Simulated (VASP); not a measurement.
**SbSe2: single point with PBE**

Crystal: SbSe2.

```xyz
3
Lattice="3.9412 0.0000 0.0000 0.0000 3.9412 0.0000 0.0000 0.0000 5.8439" Properties=species:S:1:pos:R:3 pbc="T T T"
Sb    0.0000    0.0000    2.9220
Se    1.9706    0.0000    4.5452
Se    0.0000    1.9706    1.2987
```

```json
{"Program": "VASP 6.6.1", "Task": "single point", "Functional": "PBE", "Potentials or basis": "VASP PAW PBE potentials, release 64 (Sb, Se)", "Cutoff": "520 eV", "k mesh": "4 × 4 × 4", "Occupations": "gaussian, width 0.1 eV", "Spin": "no spin polarisation"}
```

The pressure is 6.0 GPa and the largest force is 0.680 eV/Å.

Forces in eV/Å, atoms in the order of the input:
```
Sb   0.000  0.000  0.000
Se   0.000  0.000  0.680
Se   0.000  0.000 -0.680
```

Stress tensor (GPa, compression positive):
```
6.83 0.00 0.00
0.00 6.83 0.00
0.00 0.00 4.46
```

Levels at points of the mesh, in eV from the Fermi level:
| k point | band 5 | band 6 | band 7 | band 8 | band 9 | band 10 | band 11 | band 12 | band 13 | band 14 |
| --- | --- | --- | --- | --- | --- | --- | --- | --- | --- | --- |
| (0.00, 0.00, 0.00) | -4.06 | -2.20 | -1.30 | -1.11 | -1.11 | 0.20 | 2.87 | 2.87 | 3.80 | 5.66 |
| (0.50, 0.00, 0.00) | -4.63 | -3.60 | -3.23 | -1.01 | 0.08 | 2.59 | 2.61 | 3.40 | 6.09 | 6.40 |
| (0.50, 0.50, 0.00) | -4.06 | -4.06 | -3.49 | -1.78 | -0.91 | 0.87 | 0.87 | 4.40 | 6.36 | 9.10 |
| (0.00, 0.00, 0.50) | -3.89 | -3.56 | -1.61 | -1.61 | -0.08 | 0.32 | 3.57 | 3.57 | 4.95 | 5.35 |
| (0.50, 0.00, 0.50) | -3.63 | -3.56 | -1.76 | -1.12 | -0.99 | 2.21 | 2.36 | 2.73 | 6.10 | 6.95 |
| (0.50, 0.50, 0.50) | -4.37 | -4.37 | -2.84 | -2.74 | 0.79 | 2.31 | 2.31 | 4.15 | 6.16 | 6.16 |

Run time: 14 s on 1 thread of AMD EPYC 9R45 96-Core Processor (Zen 5), on a shared host, peak memory 0.18 GiB.

Caveat: the k points lie up to 0.40 Å⁻¹ apart; spin-orbit coupling is left out, which moves the levels of the heavy elements.
